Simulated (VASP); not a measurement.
# GaP in VASP: single point with PBE

Aim: the single point of GaP with PBE.

Program: VASP 6.6.1. These are calculated values, not measurements. Logs are shortened: lines on timing, memory, paths and dates and some standing lists are left out, and cuts for length are marked.

### 1 The cell of the first run

The cell holds a slab with vacuum, 12 atoms: a = 3.893 Å, b = 5.505 Å, c = 24.732 Å, α = 90.00°, β = 90.00°, γ = 90.00°.

### 2 Single point, PBE

Contents of INCAR:

```
SYSTEM = GaP
ALGO     = Normal         ! electronic algorithm
DIPOL    = 0.5 0.5 0.500
EDIFF    = 1E-6           ! SCF threshold, eV
ENCUT    = 520            ! plane-wave cutoff, eV
GGA      = PE             ! functional
IDIPOL   = 3            
ISIF     = 2              ! what is computed and relaxed
ISMEAR   = 0              ! smearing method
LASPH    = .True.         ! aspherical terms in the spheres
LCHARG   = .True.         ! write CHGCAR
LDIPOL   = .True.       
LELF     = .True.         ! ELF
LREAL    = .False.        ! projectors in reciprocal space
LVACPOTAV= .True.       
LVHAR    = .True.       
LWAVE    = .False.        ! write WAVECAR
NBANDS   = 66             ! bands
NELM     = 60             ! most SCF steps
PREC     = Accurate       ! precision mode
SIGMA    = 0.05           ! smearing width, eV
```

Contents of KPOINTS:

```
k-points
0
Gamma
  7 5 1
  0 0 0
```

Contents of POSCAR:

```
GaP
1.0
    3.8927055296      0.0000000000      0.0000000000
    0.0000000000      5.5051169543      0.0000000000
    0.0000000000      0.0000000000     24.7317638241
Ga P
6 6
Direct
    0.5000000000      0.5000000000      0.3032537450
    0.0000000000      0.0000000000      0.3819522470
    0.5000000000      0.5000000000      0.4606507490
    0.0000000000      0.0000000000      0.5393492510
    0.5000000000      0.5000000000      0.6180477530
    0.0000000000      0.0000000000      0.6967462550
    0.0000000000      0.2500000000      0.3032537450
    0.5000000000      0.7500000000      0.3819522470
    0.0000000000      0.2500000000      0.4606507490
    0.5000000000      0.7500000000      0.5393492510
    0.0000000000      0.2500000000      0.6180477530
    0.5000000000      0.7500000000      0.6967462550
```

Potentials or basis: VASP PAW PBE potentials, release 64 (Ga_d, P).

Started as:

```bash
$ cat potpaw_PBE.64/Ga_d/POTCAR potpaw_PBE.64/P/POTCAR > POTCAR
$ mpirun -np 1 vasp_std > vasp.out
```

OUTCAR:

```text
SYSTEM = GaP
   EDIFF = 1E-6
   ENCUT = 520
   GGA = PE
   ISIF = 2
   ISMEAR = 0
   LASPH = .True.
   LREAL = .False.
   NELM = 60
   PREC = Accurate

 ion  position               nearest neighbor table
   1  0.500  0.500  0.303-   8 2.38   7 2.38   7 2.38
   2  0.000  0.000  0.382-   7 2.38   9 2.38   8 2.38   8 2.38
   3  0.500  0.500  0.461-  10 2.38   8 2.38   9 2.38   9 2.38
   4  0.000  0.000  0.539-   9 2.38  11 2.38  10 2.38  10 2.38
   5  0.500  0.500  0.618-  10 2.38  12 2.38  11 2.38  11 2.38
   6  0.000  0.000  0.697-  11 2.38  12 2.38  12 2.38
   7  0.000  0.250  0.303-   2 2.38   1 2.38   1 2.38
   8  0.500  0.750  0.382-   1 2.38   3 2.38   2 2.38   2 2.38
   9  0.000  0.250  0.461-   4 2.38   2 2.38   3 2.38   3 2.38
  10  0.500  0.750  0.539-   3 2.38   5 2.38   4 2.38   4 2.38
  11  0.000  0.250  0.618-   4 2.38   6 2.38   5 2.38   5 2.38
  12  0.500  0.750  0.697-   5 2.38   6 2.38   6 2.38

  LATTYP: Found a simple orthorhombic cell.
 ALAT       =     3.8927055296
 B/A-ratio  =     1.4142135624
 C/A-ratio  =     6.3533610842

  Lattice vectors:

 A1 = (   3.8927055296,   0.0000000000,   0.0000000000)
 A2 = (   0.0000000000,   5.5051169543,   0.0000000000)
 A3 = (   0.0000000000,   0.0000000000,  24.7317638241)

Analysis of symmetry for initial positions (statically):
=====================================================================
 Subroutine PRICEL returns:
 Original cell was already a primitive cell.

 Routine SETGRP: Setting up the symmetry group for a
 simple orthorhombic supercell.

 Subroutine GETGRP returns: Found  4 space group operations
 (whereof  2 operations were pure point group operations)
 out of a pool of  8 trial point group operations.

The static configuration has the point symmetry C_1h.
 The point group associated with its full space group is C_2v.

Analysis of symmetry for dynamics (positions and initial velocities):
=====================================================================
 Subroutine PRICEL returns:
 Original cell was already a primitive cell.

 Routine SETGRP: Setting up the symmetry group for a
 simple orthorhombic supercell.

 Subroutine GETGRP returns: Found  4 space group operations
 (whereof  2 operations were pure point group operations)
 out of a pool of  8 trial point group operations.

The dynamic configuration has the point symmetry C_1h.
 The point group associated with its full space group is C_2v.

 Subroutine INISYM returns: Found  4 space group operations
 (whereof  2 operations are pure point group operations),
 and found     1 'primitive' translations

----------------------------------------------------------------------------------------

                                     Primitive cell

  volume of cell :     529.9967

  direct lattice vectors                    reciprocal lattice vectors
     3.892705530  0.000000000  0.000000000     0.256890739  0.000000000  0.000000000
     0.000000000  5.505116954  0.000000000     0.000000000  0.181649184  0.000000000
     0.000000000  0.000000000 24.731763824     0.000000000  0.000000000  0.040433833

  length of vectors
     3.892705530  5.505116954 24.731763824     0.256890739  0.181649184  0.040433833

  position of ions in fractional coordinates (direct lattice)
     0.500000000  0.500000000  0.303253745
     0.000000000  0.000000000  0.381952247
     0.500000000  0.500000000  0.460650749
     0.000000000  0.000000000  0.539349251
     0.500000000  0.500000000  0.618047753
     0.000000000  0.000000000  0.696746255
     0.000000000  0.250000000  0.303253745
     0.500000000  0.750000000  0.381952247
     0.000000000  0.250000000  0.460650749
     0.500000000  0.750000000  0.539349251
     0.000000000  0.250000000  0.618047753
     0.500000000  0.750000000  0.696746255

  ion indices of the primitive-cell ions
   primitive index   ion index
                 1           1
                 2           2
                 3           3
                 4           4
                 5           5
                 6           6
                 7           7
                 8           8
                 9           9
                10          10
                11          11
                12          12

----------------------------------------------------------------------------------------

 KPOINTS: k-points

Automatic generation of k-mesh.
 Grid dimensions read from file:
 generate k-points for:    7    5    1

 Generating k-lattice:

  Cartesian coordinates                     Fractional coordinates (reciprocal lattice)
     0.036698677  0.000000000  0.000000000     0.142857143  0.000000000  0.000000000
     0.000000000  0.036329837  0.000000000     0.000000000  0.200000000  0.000000000
     0.000000000  0.000000000  0.040433833     0.000000000  0.000000000  1.000000000

  Length of vectors
     0.036698677  0.036329837  0.040433833

  Shift w.r.t. Gamma in fractional coordinates (k-lattice)
     0.000000000  0.000000000  0.000000000

 Subroutine IBZKPT returns following result:
 ===========================================

 Found     12 irreducible k-points:

 Following reciprocal coordinates:
            Coordinates               Weight
  0.000000  0.000000  0.000000      1.000000
  0.142857  0.000000  0.000000      2.000000
  0.285714  0.000000  0.000000      2.000000
  0.428571  0.000000  0.000000      2.000000
  0.000000  0.200000  0.000000      2.000000
  0.142857  0.200000  0.000000      4.000000
  0.285714  0.200000  0.000000      4.000000
  0.428571  0.200000  0.000000      4.000000
  0.000000  0.400000  0.000000      2.000000
  0.142857  0.400000  0.000000      4.000000
  0.285714  0.400000  0.000000      4.000000
  0.428571  0.400000  0.000000      4.000000
   k-points           NKPTS =     12   k-points in BZ     NKDIM =     12   number of bands    NBANDS=     66
   number of dos      NEDOS =    301   number of ions     NIONS =     12
   total plane-waves  NPLWV = 241920
   dimension x,y,z NGX =    30 NGY =   42 NGZ =  192
   dimension x,y,z NGXF=    60 NGYF=   84 NGZF=  384
   ions per type =               6   6
   NGX,Y,Z   is equivalent  to a cutoff of  12.81, 12.68, 12.91 a.u.
   NGXF,Y,Z  is equivalent  to a cutoff of  25.62, 25.37, 25.81 a.u.
 SYSTEM =  GaP
   PREC   = accura    normal or accurate (medium, high low for compatibility)
   ISTART =      0    job   : 0-new  1-cont  2-samecut
   ICHARG =      2    charge: 1-file 2-atom 10-const
   ISPIN  =      1    spin polarized calculation?
   LNONCOLLINEAR =      F non collinear calculations
   LSORBIT =      F    spin-orbit coupling
   LASPH  =      T    aspherical Exc in radial PAW
   ENCUT  =  520.0 eV  38.22 Ry    6.18 a.u.   7.24 10.24 45.98*2*pi/ulx,y,z
   NELM   =     60;   NELMIN=  2; NELMDL= -5     # of ELM steps
   EDIFF  = 0.1E-05   stopping-criterion for ELM
   LREAL  =      F    real-space projection
   EDIFFG = 0.1E-04   stopping-criterion for IOM
   NSW    =      0    number of steps for IOM
   IBRION =     -1    ionic relax: 0-MD 1-quasi-New 2-CG
   NFREE  =      0    steps in history (QN), initial steepest desc. (CG)
   ISIF   =      2    stress and relaxation
   ISYM   =      2    0-nonsym 1-usesym 2-fastsym
   POTIM  = 0.5000    time-step for ionic-motion
   TEBEG  =    0.0;   TEEND  =   0.0 temperature during run
   PSTRESS=    0.0 pullay stress
   NELECT =     108.0000    total number of electrons
   NUPDOWN=      -1.0000    fix difference up-down
   EMIN   =  10.00;   EMAX   =-10.00  energy-range for DOS
   EFERMI =   0.00;   METHOD = LEGACY
   ISMEAR =     0;   SIGMA  =   0.05  broadening in eV -4-tet -1-fermi 0-gaus
   EFERMI_NEDOS =   21; number of points for ismear=-14 and -15
   IALGO  =     38    algorithm
   IMIX   =      4    mixing-type and parameters
     AMIX     =   0.40;   BMIX     =  1.00
     AMIX_MAG =   1.60;   BMIX_MAG =  1.00
  volume/ion in A,a.u.               =      44.17       298.05
  Fermi-wavevector in a.u.,A,eV,Ry     =   0.963367  1.820499 12.627236  0.928076
  Thomas-Fermi vector in A             =   2.092906
   LORBIT       =      0    0 simple, 1 ext, 2 COOP (PROOUT), +10 PAW based schemes
   GGA     = PE    functional components
   LHFCALC =     F    Hartree Fock is set to
   AEXX    =    0.0000 exact exchange contribution
   IVDW    =     0    specifies the selected vdW correction
   LEPSILON=     F    determine dielectric tensor
   LRPA    =     F    only Hartree local field effects (RPA)
 non-spin polarized calculation
 Gauss-broadening in eV      SIGMA  =   0.05
  energy-cutoff  :      520.00
  volume of cell :      530.00
 maximum number of plane-waves:     14301
 NGX is ok and might be reduce to    30
   NGX = 15   NGY = 21   NGZ = 91

 dipolmoment           0.000000      0.000000      0.000000 electrons x Angstroem

 number of electron     107.9999954 magnetization

 dipolmoment           0.000000      0.000000     -0.000000 electrons x Angstroem

 Free energy of the ion-electron system (eV)
  ---------------------------------------------------
  ext. energy  EPLUGINS =         0.00000000
  ---------------------------------------------------
  free energy    TOTEN  =       -51.40821846 eV

  energy without entropy =      -51.40821846  energy(sigma->0) =      -51.40821846

 E-fermi :  -0.3360     XC(G=0):  -5.2189

 val. band max:       -0.5838264643   @ k =   0.0000   0.2000   0.0000
 cond. band min:       0.0916260050   @ k =   0.0000   0.0000   0.0000
 fundamental gap:      0.6754524692
 Fermi energy:        -0.3359770809

 k-point     1 :       0.0000    0.0000    0.0000
  band No.  band energies     occupation
      1     -15.2996      2.00000
      2     -15.2996      2.00000
      3     -15.2939      2.00000
      4     -15.2932      2.00000
      5     -15.2316      2.00000
      6     -15.2316      2.00000
[... 817 lines left out ...]
     65       4.4125      0.00000
     66       4.4360      0.00000

------------------------ aborting loop because EDIFF is reached ----------------------------------------

  FORCE on cell =-STRESS in cart. coord.  units (eV):
  Direction    XX          YY          ZZ          XY          YZ          ZX
  --------------------------------------------------------------------------------------
  -------------------------------------------------------------------------------------
  Total       -2.4259803     -2.4875111      0.3655351      0.0000000      0.0000000      0.0000000
  in kB       -7.3337258     -7.5197328      1.1050107      0.0000000      0.0000000      0.0000000
  external PRESSURE =      -4.5828160 kB  Pullay stress =       0.0000000 kB

 VOLUME and BASIS-vectors are now :
 -----------------------------------------------------------------------------
  energy-cutoff  :      520.00
  volume of cell :      530.00
      direct lattice vectors                 reciprocal lattice vectors
     3.892705530  0.000000000  0.000000000     0.256890739  0.000000000  0.000000000
     0.000000000  5.505116954  0.000000000     0.000000000  0.181649184  0.000000000
     0.000000000  0.000000000 24.731763824     0.000000000  0.000000000  0.040433833

 POSITION                                       TOTAL-FORCE (eV/Angst)
 -----------------------------------------------------------------------------------
      1.94635      2.75256      7.50000         0.000000     -1.240499      1.410651
      0.00000      0.00000      9.44635         0.000000      0.274014      0.140678
      1.94635      2.75256     11.39271         0.000000     -0.195895      0.126907
      0.00000      0.00000     13.33906         0.000000     -0.195895     -0.126907
      1.94635      2.75256     15.28541         0.000000      0.274014     -0.140678
      0.00000      0.00000     17.23176         0.000000     -1.240499     -1.410651
      0.00000      1.37628      7.50000         0.000000      0.388961     -1.282996
      1.94635      4.12884      9.44635         0.000000      0.666772     -0.520523
      0.00000      1.37628     11.39271         0.000000      0.106648      0.172241
      1.94635      4.12884     13.33906         0.000000      0.106648     -0.172241
      0.00000      1.37628     15.28541         0.000000      0.666772      0.520523
      1.94635      4.12884     17.23176         0.000000      0.388961      1.282996
 -----------------------------------------------------------------------------------
    total drift:                                0.000000      0.000043      0.000000

  FREE ENERGIE OF THE ION-ELECTRON SYSTEM (eV)
  ---------------------------------------------------
  free  energy   TOTEN  =       -51.4082184606 eV

  energy  without entropy=      -51.4082184606  energy(sigma->0) =      -51.40821846

 vacuum level on the upper side and lower side of the slab         4.377         4.377
```

Run time: 13 min. Hardware: 1 thread of Intel Xeon Platinum 8259CL at 2.50GHz (Skylake/Cascade Lake), shared host; peak memory 0.68 GiB.

Results:

```
Free energy            : -51.4082 eV
Largest force          : 1.879 eV/Å
Band gap on the k mesh : 0.68 eV (least direct gap 0.69 eV)
```

Forces on the atoms (eV/Å):
```
Ga   0.000 -1.240  1.411
Ga   0.000  0.274  0.141
Ga   0.000 -0.196  0.127
Ga   0.000 -0.196 -0.127
Ga   0.000  0.274 -0.141
Ga   0.000 -1.240 -1.411
P    0.000  0.389 -1.283
P    0.000  0.667 -0.521
P    0.000  0.107  0.172
P    0.000  0.107 -0.172
P    0.000  0.667  0.521
P    0.000  0.389  1.283
```
